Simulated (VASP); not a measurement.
Input of a VASP 6.6.1 run:

INCAR

```
SYSTEM = HgTe
PREC     = Accurate       ! precision mode
ENCUT    = 520            ! plane-wave cutoff, eV
EDIFF    = 1E-7           ! SCF threshold, eV
ISMEAR   = -1             ! smearing method
SIGMA    = 0.05           ! smearing width, eV
LREAL    = .False.        ! projectors in reciprocal space
LASPH    = .True.         ! aspherical terms in the spheres
NELM     = 60             ! most SCF steps
ALGO     = Normal         ! electronic algorithm
ISIF     = 2              ! what is computed and relaxed
LWAVE    = .False.        ! write WAVECAR
LCHARG   = .False.        ! write CHGCAR
GGA      = PE             ! functional
ALDAC    = 0.0          
AGGAC    = 0.0          
NBANDS   = 16             ! bands
```

Contents of KPOINTS:

```
Automatic mesh
0
Gamma
  7 7 7
  0 0 0
```

POSCAR

```
HgTe
1.0
    0.0000000000      3.2775454177      3.2775454177
    3.2775454177      0.0000000000      3.2775454177
    3.2775454177      3.2775454177      0.0000000000
Hg Te
1 1
Direct
    0.0000000000      0.0000000000      0.0000000000
    0.7500000000      0.7500000000      0.7500000000
```

Potentials or basis: VASP PAW PBE potentials, release 64 (Hg, Te).

The run is started by

```console
$ cat potpaw_PBE.64/Hg/POTCAR potpaw_PBE.64/Te/POTCAR > POTCAR
$ mpirun -np 1 vasp_std > vasp.out
```

Problem. Predict the band gap on the k mesh.

Solution. Zero (filled and empty bands touch).

Problem. Predict the pressure.

Solution. 9.0 GPa.

Caveat: spin-orbit coupling is left out, which moves the levels of the heavy elements.
